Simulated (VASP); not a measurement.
# Pd (R-3m) in VASP: a series of runs

The runs below take Pd through single point, with PBEsol.

All numbers are computed with VASP 6.6.1; they aren't measurements. Logs are shortened: lines on timing, memory, paths and dates and some standing lists are left out, and cuts for length are marked.

## 1. The cell of the first run

Symmetry: R-3m, No. 166, trigonal system. Conventional cell: a = 3.261 Å, b = 3.261 Å, c = 4.793 Å, α = 90.00°, β = 90.00°, γ = 120.00°. Pd (site symmetry -3m) has 12 Pd at 2.47 to 3.26 Å within 3.3 Å.

## 2. Single point, PBEsol

INCAR

```
PREC = Accurate
ENCUT = 520
EDIFF = 1E-6
ISMEAR = 0
SIGMA = 0.15
LREAL = False
LASPH = True
NELM = 100
ALGO = Fast
ISIF = 2
LWAVE = False
LCHARG = False
GGA = PS
NBANDS = 11
```

KPOINTS

```
Automatic mesh
0
Gamma
  24 24 24
```

POSCAR

```
Pd
1.0
   -0.6149157145      1.6910182148      1.6910182148
    1.6910182148     -0.6149157145      1.6910182148
    1.6910182148      1.6910182148     -0.6149157145
Pd
1
Direct
    0.0000000000      0.0000000000      0.0000000000
```

Potentials or basis: VASP PAW PBE potentials, release 64 (Pd).

Launch:

```sh
$ cat potpaw_PBE.64/Pd/POTCAR > POTCAR
$ mpirun -np 1 vasp_std > vasp.out
```

OUTCAR:

```text
PREC = Accurate
   ENCUT = 520
   EDIFF = 1E-6
   ISMEAR = 0
   LREAL = False
   LASPH = True
   NELM = 100
   ISIF = 2
   GGA = PS

 ion  position               nearest neighbor table
   1  0.000  0.000  0.000-

  LATTYP: Found a trigonal (rhomboedric) cell.
 ALAT       =     2.4692522231
 COS(alpha) =     0.1279069767

  Lattice vectors:

 A1 = (  -0.6149157145,   1.6910182148,   1.6910182148)
 A2 = (   1.6910182148,  -0.6149157145,   1.6910182148)
 A3 = (   1.6910182148,   1.6910182148,  -0.6149157145)

Analysis of symmetry for initial positions (statically):
=====================================================================
 Subroutine PRICEL returns:
 Original cell was already a primitive cell.

 Routine SETGRP: Setting up the symmetry group for a
 trigonal (rhombohedral) supercell.

 Subroutine GETGRP returns: Found 12 space group operations
 (whereof 12 operations were pure point group operations)
 out of a pool of 12 trial point group operations.

The static configuration has the point symmetry D_3d.

Analysis of symmetry for dynamics (positions and initial velocities):
=====================================================================
 Subroutine PRICEL returns:
 Original cell was already a primitive cell.

 Routine SETGRP: Setting up the symmetry group for a
 trigonal (rhombohedral) supercell.

 Subroutine GETGRP returns: Found 12 space group operations
 (whereof 12 operations were pure point group operations)
 out of a pool of 12 trial point group operations.

The dynamic configuration has the point symmetry D_3d.

 Subroutine INISYM returns: Found 12 space group operations
 (whereof 12 operations are pure point group operations),
 and found     1 'primitive' translations

----------------------------------------------------------------------------------------

                                     Primitive cell

  volume of cell :      14.7137

  direct lattice vectors                    reciprocal lattice vectors
    -0.614915715  1.691018215  1.691018215    -0.168647021  0.265016748  0.265016748
     1.691018215 -0.614915715  1.691018215     0.265016748 -0.168647021  0.265016748
     1.691018215  1.691018215 -0.614915715     0.265016748  0.265016748 -0.168647021

  length of vectors
     2.469252223  2.469252223  2.469252223     0.410986096  0.410986096  0.410986096

  position of ions in fractional coordinates (direct lattice)
     0.000000000  0.000000000  0.000000000

  ion indices of the primitive-cell ions
   primitive index   ion index
                 1           1

----------------------------------------------------------------------------------------

 KPOINTS: Automatic mesh

Automatic generation of k-mesh.
 Grid dimensions read from file:
 generate k-points for:   24   24   24

 Generating k-lattice:

  Cartesian coordinates                     Fractional coordinates (reciprocal lattice)
    -0.007026959  0.011042365  0.011042365     0.041666667  0.000000000 -0.000000000
     0.011042365 -0.007026959  0.011042365     0.000000000  0.041666667 -0.000000000
     0.011042365  0.011042365 -0.007026959    -0.000000000 -0.000000000  0.041666667

  Length of vectors
     0.017124421  0.017124421  0.017124421

  Shift w.r.t. Gamma in fractional coordinates (k-lattice)
     0.000000000  0.000000000  0.000000000

 Subroutine IBZKPT returns following result:
 ===========================================

 Found   1313 irreducible k-points:

 Following reciprocal coordinates:
            Coordinates               Weight
  0.000000  0.000000  0.000000      1.000000
  0.041667  0.000000  0.000000      6.000000
  0.083333  0.000000  0.000000      6.000000
  0.125000  0.000000  0.000000      6.000000
  0.166667  0.000000  0.000000      6.000000
  0.208333  0.000000  0.000000      6.000000
[... 16 lines left out ...]
  0.416667  0.041667  0.000000     12.000000
  0.458333  0.041667  0.000000     12.000000
 [... further k-points ...]
   k-points           NKPTS =   1313   k-points in BZ     NKDIM =   1313   number of bands    NBANDS=     11
   number of dos      NEDOS =    301   number of ions     NIONS =      1
   total plane-waves  NPLWV =   5832
   dimension x,y,z NGX =    18 NGY =   18 NGZ =   18
   dimension x,y,z NGXF=    36 NGYF=   36 NGZF=   36
   ions per type =               1
   NGX,Y,Z   is equivalent  to a cutoff of  12.12, 12.12, 12.12 a.u.
   NGXF,Y,Z  is equivalent  to a cutoff of  24.24, 24.24, 24.24 a.u.
 SYSTEM =  unknown system
   PREC   = accura    normal or accurate (medium, high low for compatibility)
   ISTART =      0    job   : 0-new  1-cont  2-samecut
   ICHARG =      2    charge: 1-file 2-atom 10-const
   ISPIN  =      1    spin polarized calculation?
   LNONCOLLINEAR =      F non collinear calculations
   LSORBIT =      F    spin-orbit coupling
   LASPH  =      T    aspherical Exc in radial PAW
   ENCUT  =  520.0 eV  38.22 Ry    6.18 a.u.   4.59  4.59  4.59*2*pi/ulx,y,z
   NELM   =    100;   NELMIN=  2; NELMDL= -5     # of ELM steps
   EDIFF  = 0.1E-05   stopping-criterion for ELM
   LREAL  =      F    real-space projection
   EDIFFG = 0.1E-04   stopping-criterion for IOM
   NSW    =      0    number of steps for IOM
   IBRION =     -1    ionic relax: 0-MD 1-quasi-New 2-CG
   NFREE  =      0    steps in history (QN), initial steepest desc. (CG)
   ISIF   =      2    stress and relaxation
   ISYM   =      2    0-nonsym 1-usesym 2-fastsym
   POTIM  = 0.5000    time-step for ionic-motion
   TEBEG  =    0.0;   TEEND  =   0.0 temperature during run
   PSTRESS=    0.0 pullay stress
   NELECT =      10.0000    total number of electrons
   NUPDOWN=      -1.0000    fix difference up-down
   EMIN   =  10.00;   EMAX   =-10.00  energy-range for DOS
   EFERMI =   0.00;   METHOD = LEGACY
   ISMEAR =     0;   SIGMA  =   0.15  broadening in eV -4-tet -1-fermi 0-gaus
   EFERMI_NEDOS =   21; number of points for ismear=-14 and -15
   IALGO  =     68    algorithm
   IMIX   =      4    mixing-type and parameters
     AMIX     =   0.40;   BMIX     =  1.00
     AMIX_MAG =   1.60;   BMIX_MAG =  1.00
  volume/ion in A,a.u.               =      14.71        99.29
  Fermi-wavevector in a.u.,A,eV,Ry     =   1.439354  2.719984 28.187725  2.071739
  Thomas-Fermi vector in A             =   2.558219
   LORBIT       =      0    0 simple, 1 ext, 2 COOP (PROOUT), +10 PAW based schemes
   GGA     = PS    functional components
   LHFCALC =     F    Hartree Fock is set to
   AEXX    =    0.0000 exact exchange contribution
   IVDW    =     0    specifies the selected vdW correction
   LEPSILON=     F    determine dielectric tensor
   LRPA    =     F    only Hartree local field effects (RPA)
 non-spin polarized calculation
 RMM-DIIS sequential band-by-band and
 Gauss-broadening in eV      SIGMA  =   0.15
  energy-cutoff  :      520.00
  volume of cell :       14.71
 maximum number of plane-waves:       411
   NGX =  9   NGY =  9   NGZ =  9

 number of electron      10.0000000 magnetization

 number of electron       9.9999998 magnetization

 Free energy of the ion-electron system (eV)
  ---------------------------------------------------
  ext. energy  EPLUGINS =         0.00000000
  ---------------------------------------------------
  free energy    TOTEN  =        -5.29211164 eV

  energy without entropy =       -5.27764834  energy(sigma->0) =       -5.28487999

 E-fermi :   9.8719     XC(G=0): -13.2794

 val. band max:        9.8715740873   @ k =   0.3750   0.3750   0.2083
 cond. band min:       9.8724656790   @ k =   0.2917   0.0417   0.0417
 fundamental gap:      0.0008915917
 Fermi energy:         9.8719206533

 k-point     1 :       0.0000    0.0000    0.0000
  band No.  band energies     occupation
      1       2.5567      2.00000
      2       4.3202      2.00000
      3       4.3202      2.00000
      4       9.8282      1.31977
      5       9.8282      1.31977
      6       9.9098      0.72108
      7      26.6855      0.00000
      8      28.4605      0.00000
      9      28.4605      0.00000
     10      35.3826      0.00000
     11      35.7229      0.00000

 k-point     2 :       0.0417    0.0000    0.0000
  band No.  band energies     occupation
      1       2.6108      2.00000
      2       4.3291      2.00000
      3       4.3628      2.00000
      4       9.7899      1.56048
      5       9.8144      1.41214
      6       9.8904      0.86140
      7      26.6555      0.00000
      8      28.1758      0.00000
      9      28.5631      0.00000
     10      35.4797      0.00000
     11      35.5603      0.00000

 k-point     3 :       0.0833    0.0000    0.0000
  band No.  band energies     occupation
      1       2.7670      2.00000
      2       4.3554      2.00000
      3       4.4937      2.00000
      4       9.6797      1.93003
      5       9.7367      1.79758
      6       9.8735      0.98844
      7      26.2916      0.00000
      8      27.7846      0.00000
      9      28.8647      0.00000
     10      34.8593      0.00000
     11      35.5729      0.00000

 k-point     4 :       0.1250    0.0000    0.0000
  band No.  band energies     occupation
      1       3.0061      2.00000
      2       4.3968      2.00000
      3       4.7220      2.00000
      4       9.5103      1.99935
      5       9.5897      1.99221
      6       9.8770      0.96213
      7      25.2788      0.00000
      8      27.8873      0.00000
      9      29.3476      0.00000
     10      34.0470      0.00000
     11      35.5319      0.00000

 k-point     5 :       0.1667    0.0000    0.0000
  band No.  band energies     occupation
      1       3.2977      2.00000
      2       4.4501      2.00000
      3       5.0612      2.00000
      4       9.2997      2.00000
      5       9.4049      1.99999
      6       9.8878      0.88086
      7      23.9844      0.00000
      8      28.2696      0.00000
      9      29.9808      0.00000
     10      33.1786      0.00000
     11      35.4502      0.00000
[... 211 lines left out ...]
 k-point    21 :       0.3333    0.0417   -0.0000
  band No.  band energies     occupation
      1       4.4302      2.00000
      2       4.7367      2.00000
      3       7.2763      2.00000
      4       8.4423      2.00000
      5       8.8181      2.00000
      6       9.9336      0.56117
      7      19.0269      0.00000
      8      29.9008      0.00000
      9      30.7623      0.00000
     10      33.1212      0.00000
     11      34.8162      0.00000

 k-point    22 :       0.3750    0.0417    0.0000
  band No.  band energies     occupation
      1       4.6055      2.00000
      2       4.7871      2.00000
      3       7.6669      2.00000
      4       8.3713      2.00000
      5       9.0351      2.00000
      6       9.9445      0.49357
      7      17.9209      0.00000
      8      29.4895      0.00000
      9      30.8403      0.00000
     10      33.6793      0.00000
     11      35.1364      0.00000

 k-point    23 :       0.4167    0.0417    0.0000
  band No.  band energies     occupation
      1       4.7193      2.00000
      2       4.8289      2.00000
      3       7.8212      2.00000
      4       8.3450      2.00000
      5       9.4771      1.99980
      6       9.9511      0.45517
      7      16.9823      0.00000
      8      29.1010      0.00000
      9      30.7712      0.00000
     10      34.0599      0.00000
     11      35.8016      0.00000

 k-point    24 :       0.4583    0.0417    0.0000
  band No.  band energies     occupation
      1       4.7762      2.00000
      2       4.8572      2.00000
      3       7.8766      2.00000
      4       8.3568      2.00000
      5       9.8902      0.86291
      6       9.9522      0.44902
      7      16.3058      0.00000
      8      28.8308      0.00000
      9      30.5854      0.00000
     10      34.4074      0.00000
     11      36.4206      0.00000

 [... further k-points ...]

------------------------ aborting loop because EDIFF is reached ----------------------------------------

  FORCE on cell =-STRESS in cart. coord.  units (eV):
  Direction    XX          YY          ZZ          XY          YZ          ZX
  --------------------------------------------------------------------------------------
  -------------------------------------------------------------------------------------
  Total        2.3054604      2.3054604      2.3054604      0.4964128      0.4964128      0.4964128
  in kB      251.0420276    251.0420276    251.0420276     54.0544828     54.0544828     54.0544828
  external PRESSURE =     251.0420276 kB  Pullay stress =       0.0000000 kB

 VOLUME and BASIS-vectors are now :
 -----------------------------------------------------------------------------
  energy-cutoff  :      520.00
  volume of cell :       14.71
      direct lattice vectors                 reciprocal lattice vectors
    -0.614915715  1.691018215  1.691018215    -0.168647021  0.265016748  0.265016748
     1.691018215 -0.614915715  1.691018215     0.265016748 -0.168647021  0.265016748
     1.691018215  1.691018215 -0.614915715     0.265016748  0.265016748 -0.168647021

 POSITION                                       TOTAL-FORCE (eV/Angst)
 -----------------------------------------------------------------------------------
      0.00000      0.00000      0.00000         0.000000      0.000000      0.000000
 -----------------------------------------------------------------------------------
    total drift:                                0.000000      0.000000      0.000000

  FREE ENERGIE OF THE ION-ELECTRON SYSTEM (eV)
  ---------------------------------------------------
  free  energy   TOTEN  =        -5.2921116392 eV

  energy  without entropy=       -5.2776483390  energy(sigma->0) =       -5.28487999
```

Wall time 58 s (1 thread of Intel Xeon 6975P-C (Granite Rapids), shared host); peak memory 0.3 GiB.

What came out:

* Free energy: -5.2921 eV
* Pressure: 25.1 GPa
* Band gap on the k mesh: zero (band 5 reaches 11.49 eV, above the bottom of band 6 at 8.64 eV)

Caveat: the PAW data sets were made with another functional, which shifts forces and pressure a little.

(Part 1 of 3 ends here.)
